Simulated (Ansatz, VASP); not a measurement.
Ir: VASP beside Ansatz

Contents of INCAR:

```
SYSTEM = Ir
  PREC = Accurate
  ENCUT = 500
  EDIFF = 1E-6
  ISMEAR = 0
  SIGMA = 0.1
  LREAL = .False.
  LASPH = .True.
  NELM = 120
  ALGO = Normal
  ISIF = 2
  LWAVE = .False.
  LCHARG = .False.
  GGA = PE
  NBANDS = 16
  GGA_COMPAT = .False.
```

The input KPOINTS:

```
regular mesh
0
Gamma
  6 6 4
  0 0 0
```

POSCAR

```
Ir
1.0
    2.7513778946      0.0000000000      0.0000000000
   -1.3756889473      2.3827631521      0.0000000000
    0.0000000000      0.0000000000      4.4622900000
Ir
2
Direct
    0.6666666667      0.3333333333      0.7500000000
    0.3333333333      0.6666666667      0.2500000000
```

Input for Ansatz:

```yaml
crystal:
  lattice:
    - [2.7513778946, 0.0, 0.0]
    - [-1.3756889473, 2.3827631521, 0.0]
    - [0.0, 0.0, 4.46229]
  atoms:
    - { symbol: Ir, position: [0.6666666667, 0.3333333333, 0.75] }
    - { symbol: Ir, position: [0.3333333333, 0.6666666667, 0.25] }
basis: {}
kpoints:
  mp_grid: { grid: [6, 6, 4] }
hamiltonian:
  xc: pbe
  pseudopotentials: { kind: paw, source: ansatz }
scf:
  occupations: { method: gaussian, width: 0.1 }
  eigensolver: { mixed_precision: false }
  max_iter: 30
  convergence: { dr2_threshold: "1e-5 eV" }
output:
  forces: true
  stress: true
  eigenvalues: true
```

Alike in both runs: task single point; functional PBE; k mesh 6 × 6 × 4; occupations gaussian, width 0.1 eV; no spin polarisation.

|  | VASP | Ansatz |
| --- | --- | --- |
| version | VASP 6.6.1 | Ansatz 0.2.0 |
| potentials or method | VASP PAW PBE potentials, release 64 (Ir) | scalar-relativistic, plane waves, PAW (harder set) |
| plane-wave cutoff (eV) | 500 | 620 |
| valence electrons in the cell | 18 | 62 |

```tsv
	VASP	Ansatz	Ansatz less VASP
gap on the k mesh at the Fermi level (eV)	none	none	-
pressure (GPa)	-1.1	-1.5	-0.36
traceless stress, the component that is largest in VASP (GPa)	-4.13	-4.18	-0.044
```

A gap of «none» marks a metal or a gap that the smearing closes. VASP's potentials hold 18 valence electrons a cell and Ansatz's 62, so a difference there can come from the potentials and not from the codes. Ansatz's warnings: force scf threshold loose, stress scf threshold loose.

The k mesh is coarse, so the values compare programs but aren't converged. Spin-orbit coupling is off throughout.
